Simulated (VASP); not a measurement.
# BeSi2Os2 (P1) in VASP: single point with r2SCAN

Aim: the single point of BeSi2Os2 with r2SCAN.

Program: VASP 6.6.1. These are calculated values, not measurements. Logs are shortened: lines on timing, memory, paths and dates and some standing lists are left out, and cuts for length are marked.

### Step 1. The cell of the first run

The typed cell holds 5 atoms: a = 3.718 Å, b = 3.948 Å, c = 5.400 Å, α = 69.73°, β = 72.88°, γ = 92.06°.

### Step 2. Single point, r2SCAN

POSCAR reads:

```
BeSi2Os2
1.0
   -0.0690940000      3.7162050000      0.0798820000
    3.9477680000     -0.0690940000      0.0157990000
    1.9204120000      1.7278670000     -4.7414530000
Os Si Be
2 2 1
Direct
    0.7789850000      0.2366770000      0.4967220000
    0.2523080000      0.7197230000      0.5091330000
    0.4176450000      0.3978700000      0.2671850000
    0.6049350000      0.5888490000      0.7551290000
    0.9934540000      0.0201950000      0.9560640000
```

INCAR.step1 reads:

```
SYSTEM = BeSi2Os2
PREC = Accurate
ENCUT = 520
ISMEAR = -5
SIGMA = 0.1
LREAL = .FALSE.
LASPH = .TRUE.
NELM = 100
LMAXMIX = 4
GGA = PE
ALGO = Normal
EDIFF = 1E-4
LWAVE = .TRUE.
LCHARG = .FALSE.
```

INCAR.step2 reads:

```
SYSTEM = BeSi2Os2
PREC = Accurate
ENCUT = 520
EDIFF = 1E-7
ISMEAR = -5
SIGMA = 0.1
LREAL = .FALSE.
LASPH = .TRUE.
NELM = 100
ALGO = Normal
ISIF = 2
LWAVE = .FALSE.
LCHARG = .FALSE.
LMAXMIX = 4
METAGGA = R2SCAN
LMIXTAU = .TRUE.
LORBIT = 10
ISTART = 1
```

KPOINTS reads:

```
Automatic mesh
0
G
  5 5 4
  0 0 0
```

Potentials or basis: VASP PAW PBE potentials, release 64 (Os, Si, Be).

Launch:

```
$ cat potpaw_PBE.64/Os/POTCAR potpaw_PBE.64/Si/POTCAR potpaw_PBE.64/Be/POTCAR > POTCAR
$ cp INCAR.step1 INCAR
$ mpirun -np 1 vasp_std > vasp.out
$ cp INCAR.step2 INCAR
$ mpirun -np 1 vasp_std > vasp.out
```

OUTCAR:

```text
SYSTEM = BeSi2Os2
   PREC = Accurate
   ENCUT = 520
   EDIFF = 1E-7
   ISMEAR = -5
   LREAL = .FALSE.
   LASPH = .TRUE.
   NELM = 100
   ISIF = 2
   METAGGA = R2SCAN
   LORBIT = 10
   ISTART = 1

 ion  position               nearest neighbor table
   1  0.779  0.237  0.497-   3 2.06   4 2.28   3 2.28   4 2.41   2 2.58   5 2.69   2 2.74   2 2.75
                             2 2.78
   2  0.252  0.720  0.509-   4 2.09   3 2.11   4 2.32   3 2.50   1 2.58   1 2.74   1 2.75   1 2.78
                             5 2.86
   3  0.418  0.398  0.267-   1 2.06   2 2.11   1 2.28   4 2.47   2 2.50
   4  0.605  0.589  0.755-   2 2.09   1 2.28   2 2.32   1 2.41   3 2.47
   5  0.993  0.020  0.956-   1 2.69   2 2.86

  LATTYP: Found a triclinic cell.
 ALAT       =     3.9484042056
 B/A-ratio  =     1.3486237745
 C/A-ratio  =     1.4136941724
 COS(alpha) =     0.0001226550
 COS(beta)  =     0.3591448906
 COS(gamma) =     0.7163706060

  Lattice vectors:

 A1 = (  -3.9477680000,   0.0690940000,  -0.0157990000)
 A2 = (  -3.8786740000,  -3.6471110000,  -0.0956810000)
 A3 = (  -1.9895060000,   1.9883380000,   4.8213350000)

Analysis of symmetry for initial positions (statically):
=====================================================================
 Subroutine PRICEL returns:
 Original cell was already a primitive cell.

 Routine SETGRP: Setting up the symmetry group for a
 triclinic supercell.

 Subroutine GETGRP returns: Found  1 space group operations
 (whereof  1 operations were pure point group operations)
 out of a pool of  2 trial point group operations.

The static configuration has the point symmetry C_1 .

Analysis of symmetry for dynamics (positions and initial velocities):
=====================================================================
 Subroutine PRICEL returns:
 Original cell was already a primitive cell.

 Routine SETGRP: Setting up the symmetry group for a
 triclinic supercell.

 Subroutine GETGRP returns: Found  1 space group operations
 (whereof  1 operations were pure point group operations)
 out of a pool of  2 trial point group operations.

The dynamic configuration has the point symmetry C_1 .

 Subroutine INISYM returns: Found  1 space group operations
 (whereof  1 operations are pure point group operations),
 and found     1 'primitive' translations

----------------------------------------------------------------------------------------

                                     Primitive cell

  volume of cell :      70.2080

  direct lattice vectors                    reciprocal lattice vectors
[... 111 lines left out ...]
   EFERMI_NEDOS =   21; number of points for ismear=-14 and -15
   IALGO  =     38    algorithm
   IMIX   =      4    mixing-type and parameters
     AMIX     =   0.40;   BMIX     =  1.00
     AMIX_MAG =   1.60;   BMIX_MAG =  1.00
  volume/ion in A,a.u.               =      14.04        94.76
  Fermi-wavevector in a.u.,A,eV,Ry     =   1.175629  2.221617 18.804671  1.382104
  Thomas-Fermi vector in A             =   2.312007
   LORBIT       =     10    0 simple, 1 ext, 2 COOP (PROOUT), +10 PAW based schemes
   METAGGA = R2SCAN    functional components
   LHFCALC =     F    Hartree Fock is set to
   AEXX    =    0.0000 exact exchange contribution
   IVDW    =     0    specifies the selected vdW correction
   LEPSILON=     F    determine dielectric tensor
   LRPA    =     F    only Hartree local field effects (RPA)
 non-spin polarized calculation
 Fermi weights with tetrahedron method with Bloechl corrections
  energy-cutoff  :      520.00
  volume of cell :       70.21
 maximum number of plane-waves:      1907
   NGX = 13   NGY = 15   NGZ = 21

 number of electron      26.0000000 magnetization

 Free energy of the ion-electron system (eV)
  ---------------------------------------------------
  ext. energy  EPLUGINS =         0.00000000
  ---------------------------------------------------
  free energy    TOTEN  =      -123.98521378 eV

  energy without entropy =     -123.98521378  energy(sigma->0) =     -123.98521378

 E-fermi :   8.1459     XC(G=0): -12.4897

 val. band max:        8.3519576949   @ k =   0.0000   0.0000   0.5000
 cond. band min:       8.0024605555   @ k =   0.4000   0.2000   0.2500
 fundamental gap:     -0.3494971394
 Fermi energy:         8.1459212244

 k-point     1 :       0.0000    0.0000    0.0000
  band No.  band energies     occupation
      1      -4.8366      2.00000
      2      -1.2902      2.00000
      3       0.5380      2.00000
      4       2.0283      2.00000
      5       2.0984      2.00000
      6       2.4744      2.00000
[... 457 lines left out ...]
      4       1.9790      2.00000
      5       3.0021      2.00000
      6       3.3279      2.00000
[... 9 lines left out ...]
     16      11.4378      0.00000
     17      12.3874      0.00000

 [... further k-points ...]

------------------------ aborting loop because EDIFF is reached ----------------------------------------

  FORCE on cell =-STRESS in cart. coord.  units (eV):
  Direction    XX          YY          ZZ          XY          YZ          ZX
  --------------------------------------------------------------------------------------
  -------------------------------------------------------------------------------------
  Total       16.9364755     28.3541581      5.0245851      0.7671090     -7.4580668     -4.8894283
  in kB      386.4977883    647.0543073    114.6632317     17.5057638   -170.1963506   -111.5788951
  external PRESSURE =     382.7384424 kB  Pullay stress =       0.0000000 kB

 VOLUME and BASIS-vectors are now :
 -----------------------------------------------------------------------------
  energy-cutoff  :      520.00
  volume of cell :       70.21
      direct lattice vectors                 reciprocal lattice vectors
    -0.069094000  3.716205000  0.079882000     0.004277395  0.267042171  0.099047216
     3.947768000 -0.069094000  0.015799000     0.252937508  0.002481193  0.103350470
     1.920412000  1.727867000 -4.741453000     0.000914877  0.004507281 -0.208892733

 POSITION                                       TOTAL-FORCE (eV/Angst)
 -----------------------------------------------------------------------------------
      1.83443      3.73678     -2.28922        -2.706260      3.360120     -3.046373
      3.80161      1.76761     -2.38250         5.193223     -2.900587      0.396516
      2.05495      1.98622     -1.22720        -3.846934     -3.876903      7.194810
      3.73300      3.51214     -3.52278         1.158068      3.568346     -4.911148
      1.84712      5.34243     -4.45345         0.201904     -0.150976      0.366195
 -----------------------------------------------------------------------------------
    total drift:                                0.000060     -0.000042     -0.000191

  FREE ENERGIE OF THE ION-ELECTRON SYSTEM (eV)
  ---------------------------------------------------
  free  energy   TOTEN  =      -123.9852137756 eV

  energy  without entropy=     -123.9852137756  energy(sigma->0) =     -123.98521378

 total charge

# of ion       s       p       d       tot
------------------------------------------
    1        0.707   0.775   6.630   8.112
    2        0.713   0.776   6.660   8.149
    3        0.790   1.095   0.000   1.885
    4        0.767   1.051   0.000   1.819
    5        0.293   0.321   0.000   0.614
--------------------------------------------------
tot          3.271   4.018  13.290  20.579
```

OSZICAR.step1:

```text
N       E                     dE             d eps       ncg     rms          rms(c)
DAV:   1     0.141074913574E+03    0.14107E+03   -0.11647E+04  1734   0.138E+03
DAV:   2    -0.188593188572E+02   -0.15993E+03   -0.15506E+03  1823   0.379E+02
DAV:   3    -0.346741826180E+02   -0.15815E+02   -0.15491E+02  2462   0.860E+01
DAV:   4    -0.350195797539E+02   -0.34540E+00   -0.34544E+00  2058   0.152E+01
DAV:   5    -0.350264322534E+02   -0.68525E-02   -0.67996E-02  2439   0.197E+00    0.304E+01
DAV:   6    -0.333576938437E+02    0.16687E+01   -0.30930E+00  2058   0.102E+01    0.152E+01
DAV:   7    -0.330468658221E+02    0.31083E+00   -0.14644E+00  2321   0.687E+00    0.309E+00
DAV:   8    -0.330236080546E+02    0.23258E-01   -0.19527E-01  2216   0.364E+00    0.932E-01
DAV:   9    -0.330143366114E+02    0.92714E-02   -0.40687E-02  2274   0.163E+00    0.380E-01
DAV:  10    -0.330145334260E+02   -0.19681E-03   -0.68774E-03  2318   0.794E-01    0.244E-01
DAV:  11    -0.330142129114E+02    0.32051E-03   -0.57159E-04  1784   0.223E-01    0.105E-01
DAV:  12    -0.330140831896E+02    0.12972E-03   -0.14555E-04  1006   0.992E-02    0.508E-02
DAV:  13    -0.330140871730E+02   -0.39834E-05   -0.60799E-05   940   0.116E-01
   1 F= -.33014087E+02 E0= -.33014087E+02  d E =0.000000E+00
```

It took 3.3 min on 1 thread of AMD EPYC 7R13 (Zen 3), shared host; peak memory 0.2 GiB.

Results:

```
Free energy                                           : -123.9852 eV
Pressure                                              : 38.3 GPa
Largest force                                         : 9.033 eV/Å
Band gap on the k mesh                                : zero (bands 13 and 14 overlap by 1.69 eV)
Valence electrons inside the program's atomic spheres : Os 8.11, 8.15; Si 1.89, 1.82; Be 0.61
```

Forces in eV/Å, atoms in the order of the input:
```
Os  -2.706  3.360 -3.046
Os   5.193 -2.901  0.397
Si  -3.847 -3.877  7.195
Si   1.158  3.568 -4.911
Be   0.202 -0.151  0.366
```

Caveat: the cell stands under pressure; the PAW data sets were made with another functional, which shifts forces and pressure a little; spin-orbit coupling is left out, which moves the levels of the heavy elements; tetrahedron occupations give inexact forces and stress in metals.
